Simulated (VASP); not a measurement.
# Hg (I4/mmm) in VASP: notebook

Runs on Hg. Level: PBE. Tasks: single point.

Program: VASP 6.6.1. These are calculated values, not measurements. Logs are shortened: lines on timing, memory, paths and dates and some standing lists are left out, and cuts for length are marked.

## Step 1: The cell of the first run

It takes space group I4/mmm (No. 139, tetragonal). Conventional cell: a = 3.803 Å, b = 3.803 Å, c = 3.884 Å, α = 90.00°, β = 90.00°, γ = 90.00°. Hg (site symmetry 4/mmm) has 14 Hg at 3.32 to 3.88 Å within 4.4 Å.

## Step 2: Single point, PBE

The input, INCAR:

```
SYSTEM = Hg
PREC = Accurate
ENCUT = 500
EDIFF = 1E-6
ISMEAR = -1
SIGMA = 0.05
LREAL = .False.
LASPH = .True.
NELM = 120
ALGO = Normal
ISIF = 2
LWAVE = .False.
LCHARG = .True.
GGA = PE
LELF = .True.
LVHAR = .True.
NBANDS = 12
GGA_COMPAT = .False.
```

The input, KPOINTS:

```
Automatic mesh
0
Gamma
  9 9 9
  0 0 0
```

The input, POSCAR:

```
Hg
1.0
   -1.9014331727      1.9014331727      1.9420693854
    1.9014331727     -1.9014331727      1.9420693854
    1.9014331727      1.9014331727     -1.9420693854
Hg
1
Direct
    0.5000000000      0.5000000000      0.0000000000
```

Potentials or basis: VASP PAW PBE potentials, release 64 (Hg).

Started as:

```
$ cat potpaw_PBE.64/Hg/POTCAR > POTCAR
$ mpirun -np 1 vasp_std > vasp.out
```

OUTCAR:

```text
SYSTEM = Hg
   PREC = Accurate
   ENCUT = 500
   EDIFF = 1E-6
   ISMEAR = -1
   LREAL = .False.
   LASPH = .True.
   NELM = 120
   ISIF = 2
   GGA = PE

 ion  position               nearest neighbor table
   1  0.500  0.500  0.000-

  LATTYP: Found a body centered tetragonal cell.
 ALAT       =     3.8028663454
 C/A-ratio  =     1.0213713599

  Lattice vectors:

 A1 = (  -1.9014331727,   1.9014331727,   1.9420693854)
 A2 = (   1.9014331727,  -1.9014331727,   1.9420693854)
 A3 = (   1.9014331727,   1.9014331727,  -1.9420693854)

Analysis of symmetry for initial positions (statically):
=====================================================================
 Subroutine PRICEL returns:
 Original cell was already a primitive cell.

 Routine SETGRP: Setting up the symmetry group for a
 body centered tetragonal supercell.

 Subroutine GETGRP returns: Found 16 space group operations
 (whereof 16 operations were pure point group operations)
 out of a pool of 16 trial point group operations.

The static configuration has the point symmetry D_4h.

Analysis of symmetry for dynamics (positions and initial velocities):
=====================================================================
 Subroutine PRICEL returns:
 Original cell was already a primitive cell.

 Routine SETGRP: Setting up the symmetry group for a
 body centered tetragonal supercell.

 Subroutine GETGRP returns: Found 16 space group operations
 (whereof 16 operations were pure point group operations)
 out of a pool of 16 trial point group operations.

The dynamic configuration has the point symmetry D_4h.

 Subroutine INISYM returns: Found 16 space group operations
 (whereof 16 operations are pure point group operations),
 and found     1 'primitive' translations

----------------------------------------------------------------------------------------

                                     Primitive cell

  volume of cell :      28.0858

  direct lattice vectors                    reciprocal lattice vectors
    -1.901433173  1.901433173  1.942069385     0.000000000  0.262959544  0.257457331
     1.901433173 -1.901433173  1.942069385     0.262959544  0.000000000  0.257457331
     1.901433173  1.901433173 -1.942069385     0.262959544  0.262959544  0.000000000

  length of vectors
     3.317006138  3.317006138  3.317006138     0.368010868  0.368010868  0.371880953

  position of ions in fractional coordinates (direct lattice)
     0.500000000  0.500000000  0.000000000

  ion indices of the primitive-cell ions
   primitive index   ion index
                 1           1

----------------------------------------------------------------------------------------

 KPOINTS: Automatic mesh

Automatic generation of k-mesh.
 Grid dimensions read from file:
 generate k-points for:    9    9    9

 Generating k-lattice:

  Cartesian coordinates                     Fractional coordinates (reciprocal lattice)
     0.000000000  0.029217727  0.028606370     0.111111111 -0.000000000  0.000000000
     0.029217727  0.000000000  0.028606370    -0.000000000  0.111111111  0.000000000
     0.029217727  0.029217727  0.000000000     0.000000000  0.000000000  0.111111111

  Length of vectors
     0.040890096  0.040890096  0.041320106

  Shift w.r.t. Gamma in fractional coordinates (k-lattice)
     0.000000000  0.000000000  0.000000000

 Subroutine IBZKPT returns following result:
 ===========================================

 Found     75 irreducible k-points:

 Following reciprocal coordinates:
            Coordinates               Weight
  0.000000  0.000000  0.000000      1.000000
  0.111111 -0.000000  0.000000      8.000000
  0.222222 -0.000000  0.000000      8.000000
  0.333333 -0.000000  0.000000      8.000000
  0.444444 -0.000000  0.000000      8.000000
  0.111111  0.111111  0.000000      8.000000
[... 16 lines left out ...]
 -0.333333  0.333333  0.000000      4.000000
  0.444444  0.444444  0.000000      8.000000
 [... further k-points ...]
   k-points           NKPTS =     75   k-points in BZ     NKDIM =     75   number of bands    NBANDS=     12
   number of dos      NEDOS =    301   number of ions     NIONS =      1
   total plane-waves  NPLWV =  13824
   dimension x,y,z NGX =    24 NGY =   24 NGZ =   24
   dimension x,y,z NGXF=    48 NGYF=   48 NGZF=   48
   ions per type =               1
   NGX,Y,Z   is equivalent  to a cutoff of  12.03, 12.03, 12.03 a.u.
   NGXF,Y,Z  is equivalent  to a cutoff of  24.06, 24.06, 24.06 a.u.
 SYSTEM =  Hg
   PREC   = accura    normal or accurate (medium, high low for compatibility)
   ISTART =      0    job   : 0-new  1-cont  2-samecut
   ICHARG =      2    charge: 1-file 2-atom 10-const
   ISPIN  =      1    spin polarized calculation?
   LNONCOLLINEAR =      F non collinear calculations
   LSORBIT =      F    spin-orbit coupling
   LASPH  =      T    aspherical Exc in radial PAW
   ENCUT  =  500.0 eV  36.75 Ry    6.06 a.u.   6.05  6.05  6.05*2*pi/ulx,y,z
   NELM   =    120;   NELMIN=  2; NELMDL= -5     # of ELM steps
   EDIFF  = 0.1E-05   stopping-criterion for ELM
   LREAL  =      F    real-space projection
[... 7 lines left out ...]
   TEBEG  =    0.0;   TEEND  =   0.0 temperature during run
   PSTRESS=    0.0 pullay stress
   NELECT =      12.0000    total number of electrons
   NUPDOWN=      -1.0000    fix difference up-down
   EMIN   =  10.00;   EMAX   =-10.00  energy-range for DOS
   EFERMI =   0.00;   METHOD = LEGACY
   ISMEAR =    -1;   SIGMA  =   0.05  broadening in eV -4-tet -1-fermi 0-gaus
   EFERMI_NEDOS =   21; number of points for ismear=-14 and -15
   IALGO  =     38    algorithm
   IMIX   =      4    mixing-type and parameters
     AMIX     =   0.40;   BMIX     =  1.00
     AMIX_MAG =   1.60;   BMIX_MAG =  1.00
  volume/ion in A,a.u.               =      28.09       189.53
  Fermi-wavevector in a.u.,A,eV,Ry     =   1.233028  2.330085 20.685729  1.520358
  Thomas-Fermi vector in A             =   2.367775
   LORBIT       =      0    0 simple, 1 ext, 2 COOP (PROOUT), +10 PAW based schemes
   GGA     = PE    functional components
   LHFCALC =     F    Hartree Fock is set to
   AEXX    =    0.0000 exact exchange contribution
   IVDW    =     0    specifies the selected vdW correction
   LEPSILON=     F    determine dielectric tensor
   LRPA    =     F    only Hartree local field effects (RPA)
 non-spin polarized calculation
  energy-cutoff  :      500.00
  volume of cell :       28.09
 maximum number of plane-waves:       731
   NGX = 13   NGY = 13   NGZ = 13

 number of electron      11.9999999 magnetization

 Free energy of the ion-electron system (eV)
  ---------------------------------------------------
  ext. energy  EPLUGINS =         0.00000000
  ---------------------------------------------------
  free energy    TOTEN  =        -0.18037130 eV

  energy without entropy =       -0.17768044  energy(sigma->0) =       -0.17902587

 E-fermi :   1.1991     XC(G=0):  -9.9147

 val. band max:        1.1482487539   @ k =   0.4444   0.1111   0.0000
 cond. band min:       1.2138039282   @ k =   0.4444   0.4444   0.0000
 fundamental gap:      0.0655551743
 Fermi energy:         1.1991425345

 k-point     1 :       0.0000    0.0000    0.0000
  band No.  band energies     occupation
      1      -6.2338      2.00000
      2      -5.1153      2.00000
      3      -5.1153      2.00000
      4      -5.0735      2.00000
      5      -4.4903      2.00000
      6      -4.4458      2.00000
      7      15.4053      0.00000
      8      15.5594      0.00000
      9      15.5594      0.00000
     10      15.9270      0.00000
     11      16.2594      0.00000
     12      16.2594      0.00000

 k-point     2 :       0.1111   -0.0000    0.0000
  band No.  band energies     occupation
      1      -5.9584      2.00000
      2      -5.1335      2.00000
      3      -5.0853      2.00000
      4      -4.9798      2.00000
      5      -4.5203      2.00000
      6      -4.4534      2.00000
      7      12.7302      0.00000
      8      14.5780      0.00000
      9      14.6334      0.00000
     10      15.6768      0.00000
     11      16.1217      0.00000
     12      16.2074      0.00000

 k-point     3 :       0.2222   -0.0000    0.0000
  band No.  band energies     occupation
      1      -5.5064      2.00000
      2      -5.2238      2.00000
      3      -4.6826      2.00000
      4      -4.6663      2.00000
      5      -4.5577      2.00000
      6      -4.4564      2.00000
      7       8.7517      0.00000
      8      12.7631      0.00000
      9      13.0972      0.00000
     10      15.1424      0.00000
     11      15.9276      0.00000
     12      17.1944      0.00000

 k-point     4 :       0.3333   -0.0000    0.0000
  band No.  band energies     occupation
      1      -5.5351      2.00000
      2      -5.3261      2.00000
      3      -4.5657      2.00000
      4      -4.4519      2.00000
      5      -4.3127      2.00000
      6      -3.1898      2.00000
      7       5.0484      0.00000
      8      11.1772      0.00000
      9      11.9021      0.00000
     10      14.8345      0.00000
     11      15.7759      0.00000
     12      18.7545      0.00000

 k-point     5 :       0.4444   -0.0000    0.0000
  band No.  band energies     occupation
      1      -5.6285      2.00000
      2      -5.3919      2.00000
      3      -4.5426      2.00000
      4      -4.4443      2.00000
      5      -4.0503      2.00000
      6      -1.0706      2.00000
      7       1.8315      0.00001
      8      10.2659      0.00000
      9      11.2694      0.00000
     10      14.7199      0.00000
     11      15.6981      0.00000
     12      20.1320      0.00000

 k-point     6 :       0.1111    0.1111    0.0000
  band No.  band energies     occupation
      1      -5.5308      2.00000
      2      -5.1195      2.00000
      3      -5.1194      2.00000
      4      -4.6673      2.00000
      5      -4.5769      2.00000
      6      -4.4339      2.00000
      7      10.3537      0.00000
      8      11.8142      0.00000
      9      13.4827      0.00000
     10      15.9737      0.00000
     11      16.3837      0.00000
     12      17.3736      0.00000

 k-point     7 :       0.2222    0.1111    0.0000
  band No.  band energies     occupation
      1      -5.3959      2.00000
      2      -5.2268      2.00000
      3      -4.7261      2.00000
      4      -4.5933      2.00000
      5      -4.4578      2.00000
      6      -3.6811      2.00000
      7       6.9151      0.00000
      8      10.0298      0.00000
      9      12.1242      0.00000
     10      15.7757      0.00000
     11      17.3505      0.00000
     12      17.7186      0.00000

 k-point     8 :       0.3333    0.1111    0.0000
  band No.  band energies     occupation
      1      -5.5001      2.00000
      2      -5.3198      2.00000
      3      -4.5577      2.00000
      4      -4.5084      2.00000
      5      -4.2671      2.00000
      6      -1.9589      2.00000
      7       3.5737      0.00000
      8       8.9688      0.00000
      9      11.1792      0.00000
     10      15.5695      0.00000
     11      17.4265      0.00000
     12      18.8845      0.00000
[... 166 lines left out ...]
 k-point    20 :       0.3333    0.3333    0.0000
  band No.  band energies     occupation
      1      -5.4281      2.00000
      2      -4.9125      2.00000
      3      -4.8984      2.00000
      4      -4.4160      2.00000
      5      -4.3919      2.00000
      6       0.4550      2.00000
      7       3.5532      0.00000
      8       3.5888      0.00000
      9      10.4814      0.00000
     10      17.4689      0.00000
     11      17.9700      0.00000
     12      18.7552      0.00000

 k-point    21 :       0.4444    0.3333    0.0000
  band No.  band energies     occupation
      1      -5.4551      2.00000
      2      -5.1657      2.00000
      3      -4.6672      2.00000
      4      -4.4976      2.00000
      5      -4.2865      2.00000
      6      -0.3075      2.00000
      7       2.8054      0.00000
      8       5.8762      0.00000
      9      10.5259      0.00000
     10      16.1078      0.00000
     11      18.4486      0.00000
     12      20.0394      0.00000

 k-point    22 :      -0.4444    0.3333    0.0000
  band No.  band energies     occupation
      1      -5.5034      2.00000
      2      -5.3538      2.00000
      3      -4.5382      2.00000
      4      -4.4734      2.00000
      5      -4.2523      2.00000
      6      -1.8792      2.00000
      7       3.6626      0.00000
      8       8.7660      0.00000
      9      10.8674      0.00000
     10      15.1813      0.00000
     11      17.0295      0.00000
     12      19.0089      0.00000

 k-point    23 :      -0.3333    0.3333    0.0000
  band No.  band energies     occupation
      1      -5.5222      2.00000
      2      -5.3665      2.00000
      3      -4.5177      2.00000
      4      -4.4462      2.00000
      5      -4.3125      2.00000
      6      -3.1459      2.00000
      7       5.2177      0.00000
      8      10.8856      0.00000
      9      11.5810      0.00000
     10      14.4649      0.00000
     11      15.4852      0.00000
     12      19.2917      0.00000

 k-point    24 :       0.4444    0.4444    0.0000
  band No.  band energies     occupation
      1      -5.5590      2.00000
      2      -5.3923      2.00000
      3      -4.4919      2.00000
      4      -4.4812      2.00000
      5      -4.1020      2.00000
      6       0.0314      2.00000
      7       1.2138      0.85443
      8       8.3534      0.00000
      9      10.5333      0.00000
     10      15.0987      0.00000
     11      16.9242      0.00000
     12      20.2236      0.00000

 [... further k-points ...]

------------------------ aborting loop because EDIFF is reached ----------------------------------------

  FORCE on cell =-STRESS in cart. coord.  units (eV):
  Direction    XX          YY          ZZ          XY          YZ          ZX
  --------------------------------------------------------------------------------------
  -------------------------------------------------------------------------------------
  Total        0.1313481      0.1313481      0.1261096      0.0000000     -0.0000000      0.0000000
  in kB        7.4928576      7.4928576      7.1940256      0.0000000     -0.0000000      0.0000000
  external PRESSURE =       7.3932469 kB  Pullay stress =       0.0000000 kB

 VOLUME and BASIS-vectors are now :
 -----------------------------------------------------------------------------
  energy-cutoff  :      500.00
  volume of cell :       28.09
      direct lattice vectors                 reciprocal lattice vectors
    -1.901433173  1.901433173  1.942069385     0.000000000  0.262959544  0.257457331
     1.901433173 -1.901433173  1.942069385     0.262959544  0.000000000  0.257457331
     1.901433173  1.901433173 -1.942069385     0.262959544  0.262959544  0.000000000

 POSITION                                       TOTAL-FORCE (eV/Angst)
 -----------------------------------------------------------------------------------
      0.00000      0.00000      1.94207         0.000000     -0.000000     -0.000000
 -----------------------------------------------------------------------------------
    total drift:                               -0.000000      0.000000      0.000000

  FREE ENERGIE OF THE ION-ELECTRON SYSTEM (eV)
  ---------------------------------------------------
  free  energy   TOTEN  =        -0.1803713041 eV

  energy  without entropy=       -0.1776804410  energy(sigma->0) =       -0.17902587
```

Run time: 5.6 s. Hardware: 1 thread of Intel Xeon 6975P-C (Granite Rapids), shared host; peak memory 0.15 GiB.

What came out:

- Free energy: -0.1804 eV
- Pressure: 0.7 GPa
- Band gap on the k mesh: zero (bands 6 and 7 overlap by 1.45 eV)

Caveat: spin-orbit coupling is left out, which moves the levels of the heavy elements.

## Step 3: Single point, PBE

This run uses another cell than the first one, of 28.90 Å³/atom.

The input, INCAR:

```
SYSTEM = Hg
PREC     = Accurate       ! precision mode
ENCUT    = 500            ! plane-wave cutoff, eV
EDIFF    = 1E-6           ! SCF threshold, eV
ISMEAR   = -1             ! smearing method
SIGMA    = 0.05           ! smearing width, eV
LREAL    = .FALSE.        ! projectors in reciprocal space
LASPH    = .TRUE.         ! aspherical terms in the spheres
NELM     = 120            ! most SCF steps
ALGO     = Normal         ! electronic algorithm
ISIF     = 2              ! what is computed and relaxed
LWAVE    = .FALSE.        ! write WAVECAR
LCHARG   = .TRUE.         ! write CHGCAR
GGA      = PE             ! functional
LELF     = .TRUE.         ! ELF
LVHAR    = .TRUE.       
NBANDS   = 12             ! bands
GGA_COMPAT= .FALSE.
```

The input, KPOINTS:

```
Automatic mesh
0
G
  9 9 9
  0 0 0
```

The input, POSCAR:

```
Hg
1.0
   -1.9195431500      1.9195431500      1.9605663976
    1.9195431500     -1.9195431500      1.9605663976
    1.9195431500      1.9195431500     -1.9605663976
Hg
1
Direct
    0.5000000000      0.5000000000      0.0000000000
```

Potentials or basis: VASP PAW PBE potentials, release 64 (Hg).

Started as:

```
$ cat potpaw_PBE.64/Hg/POTCAR > POTCAR
$ mpirun -np 1 vasp_std > vasp.out
```

Run time: 5.1 s. Hardware: 1 thread of Intel Xeon 6975P-C (Granite Rapids), shared host; peak memory 0.15 GiB.

Results (log left out):

```yaml
Free_energy: -0.1834 eV
Pressure: 0.3 GPa
Band_gap_on_the_k_mesh: zero (bands 6 and 7 overlap by 1.26 eV)
```

Stress tensor (GPa, compression positive):
```
0.34 0.00 0.00
0.00 0.34 0.00
0.00 0.00 0.24
```

Levels at points of the mesh, in eV from the Fermi level:
```tsv
k point	band 3	band 4	band 5	band 6	band 7	band 8	band 9	band 10
(0.00, 0.00, 0.00)	-6.32	-6.28	-5.73	-5.69	13.80	13.97	13.97	14.56
```

Caveat: spin-orbit coupling is left out, which moves the levels of the heavy elements.
